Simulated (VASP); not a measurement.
A run of VASP 6.6.1:

The input INCAR:

```
SYSTEM = Al
PREC     = Accurate       ! precision mode
ENCUT    = 520            ! plane-wave cutoff, eV
EDIFF    = 1E-6           ! SCF threshold, eV
ISMEAR   = -1             ! smearing method
SIGMA    = 0.08           ! smearing width, eV
LREAL    = .FALSE.        ! projectors in reciprocal space
LASPH    = .TRUE.         ! aspherical terms in the spheres
NELM     = 60             ! most SCF steps
ALGO     = Normal         ! electronic algorithm
ISIF     = 2              ! what is computed and relaxed
LWAVE    = .FALSE.        ! write WAVECAR
LCHARG   = .FALSE.        ! write CHGCAR
NBANDS   = 8              ! bands
```

KPOINTS

```
Automatic mesh
0
G
  19 19 19
  0 0 0
```

Contents of POSCAR:

```
Al
1.0
   -1.5943717701      1.5943717701      1.5943717701
    1.5943717701     -1.5943717701      1.5943717701
    1.5943717701      1.5943717701     -1.5943717701
Al
1
Direct
    0.0000000000      0.0000000000      0.0000000000
```

Potentials or basis: VASP PAW LDA potentials, release 64 (Al).

Run with:

```console
$ cat potpaw_LDA.64/Al/POTCAR > POTCAR
$ mpirun -np 1 vasp_std > vasp.out
```

Hardware: 1 thread of AMD EPYC 9R45 (Zen 5), on a shared host.

Q: Estimate the wall time of this run.

A: Wall time 12 s on 1 thread of AMD EPYC 9R45 (Zen 5) (shared host), peak memory 0.1 GiB. Counts: scf iterations 9, k points 220.
